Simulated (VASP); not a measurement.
Crystal: Sr2Li3Mo.

```
Li Sr Mo
1.0
     4.45510    0.00000    0.00000
    -2.22755    3.85823    0.00000
     0.00000    0.00000    7.08691
Li Sr Mo
3 2 1
Direct
  0.66667 0.33333 0.35208
  0.33333 0.66667 0.64792
  0.00000 0.00000 0.50000
  0.66667 0.33333 0.74728
  0.33333 0.66667 0.25272
  0.00000 0.00000 0.00000
```

The cell was built from a structure type or drawn by symmetry, and may not be a known phase.

- Program: VASP 6.6.1
- Task: relaxation of cell and atoms
- Functional: PBE
- Potentials or basis: VASP PAW PBE potentials, release 64 (Li_sv, Sr_sv, Mo_sv)
- Cutoff: 600 eV
- k mesh: 6 × 6 × 4
- Occupations: gaussian, width 0.1 eV
- Spin: no spin polarisation

At the start: pressure 9.3 GPa; volume 20.30 Å³/atom.

Q: Where does the relaxation end?

A: Over 13 steps the energy falls by 468.1 meV/atom and the volume is 26.59 Å³/atom (+31.0 %); space group P-3m1 (No. 164, to 0.1 Å) before and after.

Step by step:
| step | energy change (eV) | largest force (eV/Å) | pressure (GPa) | volume (Å³) |
| --- | --- | --- | --- | --- |
| 1 | 0.0000 | 2.0677 | 9.34 | 121.82 |
| 2 | -1.3278 | 1.4869 | 3.13 | 143.83 |
| 3 | -1.8798 | 1.1078 | -1.07 | 170.12 |
| 4 | -1.9006 | 1.0523 | -1.69 | 175.74 |
| 5 | -2.2351 | 0.8997 | -1.40 | 171.41 |
| 6 | -2.7761 | 0.2052 | 0.07 | 157.24 |
| 7 | -2.7767 | 0.2215 | 0.01 | 157.65 |
| 8 | -2.7964 | 0.1327 | 0.18 | 157.43 |
| 9 | -2.8016 | 0.0648 | 0.33 | 157.24 |
| 10 | -2.8050 | 0.0530 | -0.11 | 160.07 |
| 11 | -2.8050 | 0.0539 | -0.07 | 159.86 |
| 12 | -2.8061 | 0.0470 | -0.06 | 159.79 |
| 13 | -2.8086 | 0.0391 | -0.02 | 159.57 |

Final structure:
```cif
data_structure
_symmetry_space_group_name_H-M 'P 1'
_symmetry_Int_Tables_number 1
_cell_length_a 5.2963
_cell_length_b 5.2963
_cell_length_c 6.5685
_cell_angle_alpha 90.000
_cell_angle_beta 90.000
_cell_angle_gamma 120.000
_cell_volume 159.57
loop_
_atom_site_label
_atom_site_type_symbol
_atom_site_fract_x
_atom_site_fract_y
_atom_site_fract_z
_atom_site_occupancy
Li1 Li 0.66667 0.33333 0.31638 1
Li2 Li 0.33333 0.66667 0.68362 1
Li3 Li 0.00000 0.00000 0.50000 1
Sr1 Sr 0.66667 0.33333 0.82674 1
Sr2 Sr 0.33333 0.66667 0.17326 1
Mo1 Mo 0.00000 0.00000 0.00000 1
```

Caveat: the cutoff is under 1.25 times the usual one of these potentials, so pressure, stress and relaxed cells hold a basis-set (Pulay) error; the volume moved by over 15 % at a fixed basis, so the end points are rough.
